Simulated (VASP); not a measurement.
**MgBe2SO2: single point with PBE**

MgBe2SO2:

```xyz
6
Lattice="3.3512 0.0000 0.0000 0.0000 3.3512 0.0000 0.0000 0.0000 8.8131" Properties=species:S:1:pos:R:3 pbc="T T T"
Mg    0.0000    0.0000    0.0000
Be    1.6756    1.6756    0.0000
Be    0.0000    0.0000    4.4066
S     1.6756    1.6756    4.4066
O     1.6756    0.0000    8.1132
O     0.0000    1.6756    0.6999
```

The cell was built from a structure type or drawn by symmetry, and may not be a known phase.

- Program: VASP 6.6.1
- Task: single point
- Functional: PBE
- Potentials or basis: VASP PAW PBE potentials, release 64 (Mg, Be, S, O)
- Cutoff: 520 eV
- k mesh: 6 × 6 × 2
- Occupations: gaussian, width 0.1 eV
- Spin: no spin polarisation
- Dipole correction: no
- Further INCAR settings: ALGO = Normal; EDIFF = 1e-06; NBANDS = 21

```json
{
 "Pressure": "0.2 GPa",
 "Largest force": "0.030 eV/Å",
 "Band gap on the k mesh": "0.27 eV (least direct gap 0.58 eV)"
}
```

Forces in eV/Å, atoms in the order of the input:
```
Mg   0.000  0.000  0.000
Be   0.000  0.000  0.000
Be   0.000  0.000  0.000
S    0.000  0.000  0.000
O    0.000  0.000 -0.030
O    0.000  0.000  0.030
```

Stress tensor (GPa, compression positive):
```
0.15 0.00 0.00
0.00 0.15 0.00
0.00 0.00 0.36
```

Levels at points of the mesh, in eV from the valence-band top:
```csv
k point,band 8,band 9,band 10,band 11,band 12,band 13,band 14,band 15,band 16,band 17
"(0.00, 0.00, 0.00)",-2.68,-2.68,-2.35,-1.39,-1.39,1.99,3.24,4.91,5.94,6.61
"(0.50, 0.00, 0.00)",-3.27,-2.53,-2.35,-1.08,0.00,2.51,4.38,4.64,5.52,6.05
"(0.50, 0.50, 0.00)",-3.65,-3.22,-3.22,-3.01,-0.31,0.27,4.51,6.13,6.13,7.40
"(0.00, 0.00, 0.50)",-2.68,-2.68,-2.45,-1.39,-1.39,2.29,3.20,4.74,6.03,6.59
"(0.50, 0.00, 0.50)",-3.27,-2.55,-2.37,-1.06,0.00,2.49,4.38,4.65,5.33,6.29
"(0.50, 0.50, 0.50)",-3.65,-3.22,-3.22,-3.01,-0.32,0.27,4.51,5.89,5.89,7.86
```

Run time: 55 s on 1 thread of Intel(R) Xeon(R) Platinum 8488C (Sapphire Rapids), with other jobs on the host, peak memory 0.24 GiB.

A k mesh can miss the band edges.
